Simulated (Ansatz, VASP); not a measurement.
**Two plane-wave programs on Ga2PdS2**

```
CELL_PARAMETERS angstrom
7.07276 0.00000 0.00000
0.00000 7.07276 0.00000
0.00000 0.00000 3.66994
ATOMIC_POSITIONS crystal
Ga 0.87334 0.37334 0.00000
Ga 0.37334 0.12666 0.00000
Ga 0.12666 0.62666 0.00000
Ga 0.62666 0.87334 0.00000
Pd 0.00000 0.00000 0.00000
Pd 0.50000 0.50000 0.00000
S 0.22895 0.27105 0.50000
S 0.72895 0.22895 0.50000
S 0.27105 0.77105 0.50000
S 0.77105 0.72895 0.50000
```

Change from the starting cell: species swapped into the FeB2W2 type (P4/mbm, No. 127).

Alike in both runs: functional PBE; k mesh 2 × 2 × 3; occupations gaussian, width 0.15 eV; no spin polarisation.

Ansatz relaxed the structure, and its values are those at the end. VASP's run is a single point on that final structure, the one shown.

```csv
,VASP,Ansatz
version,VASP 6.6.1,Ansatz 0.2.0
potentials or method,"VASP PAW PBE potentials, release 64 (Ga_d, Pd, S), cutoff 520 eV","scalar-relativistic, plane waves, PAW"
valence electrons in the cell,96,112
```

```csv
,VASP,Ansatz,Ansatz less VASP
gap on the k mesh at the Fermi level (eV),0.17,0.18,+0.006
least direct gap on the mesh (eV),0.17,0.18,+0.006
pressure (GPa),-0.3,-0.3,+0.01
rms of the force components (eV/Å),0.036,0.037,+0.0009
```

VASP's potentials hold 96 valence electrons a cell and Ansatz's 112, so a difference there can come from the potentials and not from the codes.

The k mesh is coarse, so the values compare programs but aren't converged.
